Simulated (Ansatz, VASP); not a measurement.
One calculation of Al2Cd, two programs

```
Cd Al
1.0
     0.00000    3.44639    0.00000
     3.44639    0.00000    0.00000
     1.72319    1.72319   -6.13122
Cd Al
1 2
Direct
  0.00000 0.00000 0.00000
  0.32557 0.32557 0.34886
  0.67443 0.67443 0.65114
```

Alike in both runs: functional PBE; k mesh 5 × 5 × 5; non-collinear spin, spin-orbit coupling.

Ansatz relaxed the structure, and its values are those at the end. VASP's run is a single point on that final structure, the one shown.

|  | VASP | Ansatz |
| --- | --- | --- |
| version | VASP 6.6.1 | Ansatz 0.2.0 |
| potentials or method | VASP PAW PBE potentials, release 64 (Cd, Al), cutoff 520 eV | PAW plane waves |
| occupations | fermi-dirac, width 0.1 eV | fermi-dirac |
| valence electrons in the cell | 18 | 26 |

Ansatz gave:

| Property | Result |
| --- | --- |
| pressure (GPa) | -7.4 |
| rms of the force components (eV/Å) | 0.009 |

Problem. Estimate VASP's values.

Solution. Pressure (GPa): -7.3; rms of the force components (eV/Å): 0.012.

VASP's potentials hold 18 valence electrons a cell and Ansatz's 26, so a difference there can come from the potentials and not from the codes. Ansatz's warnings: stress scf threshold loose.

The k mesh is coarse, so the values compare programs but aren't converged.
